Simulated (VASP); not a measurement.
# ZnS: relaxation of cell and atoms with PBE

Crystal: ZnS.

```
CELL_PARAMETERS angstrom
0.00000 2.72156 2.72156
2.72156 0.00000 2.72156
2.72156 2.72156 0.00000
ATOMIC_POSITIONS crystal
Zn 0.00000 0.00000 0.00000
S 0.75000 0.75000 0.75000
```

| Item | Value |
| --- | --- |
| Program | VASP 6.6.1 |
| Task | relaxation of cell and atoms |
| Functional | PBE |
| Potentials or basis | VASP PAW PBE potentials, release 64 (Zn, S) |
| Cutoff | 600 eV |
| k mesh | 10 × 10 × 10 |
| Occupations | gaussian, width 0.01 eV |
| Spin | no spin polarisation |
| Dipole correction | no |
| Further INCAR settings | ALGO = Normal; EDIFF = 1e-06; IBRION = 2; EDIFFG = -0.001; NSW = 80; ISIF = 3 |

```json
{
  "Relaxed volume": "20.21 Å³/atom",
  "Relaxed cell": "a = 3.852 Å, b = 3.852 Å, c = 3.852 Å, α = 60.00°, β = 60.00°, γ = 60.00°",
  "Space group after relaxing (to 0.05 Å)": "F-43m (No. 216)",
  "Energy gained by relaxing": "0.0 meV/atom",
  "Ionic steps": "5",
  "Pressure after relaxing": "0.0 GPa",
  "Band gap on the k mesh": "2.01 eV, direct"
}
```

Final structure:
```
Zn S
1.0
     0.00000    2.72393    2.72393
     2.72393    0.00000    2.72393
     2.72393    2.72393    0.00000
Zn S
1 1
Direct
  0.00000 0.00000 0.00000
  0.75000 0.75000 0.75000
```

Levels at points of the mesh, in eV from the valence-band top:
```csv
k point,band 6,band 7,band 8,band 9,band 10,band 11,band 12,band 13
"(0.00, 0.00, 0.00)",-5.78,0.00,0.00,0.00,2.01,6.41,6.41,6.41
"(0.50, 0.00, 0.00)",-5.58,-5.13,-0.83,-0.83,3.26,6.94,6.94,8.78
"(0.50, 0.50, 0.00)",-5.57,-4.46,-2.13,-2.13,3.46,4.07,10.81,11.80
```

Wall time 44 s on 1 thread of Intel(R) Xeon(R) Platinum 8488C (Sapphire Rapids), with other jobs on the host, peak memory 0.2 GiB.
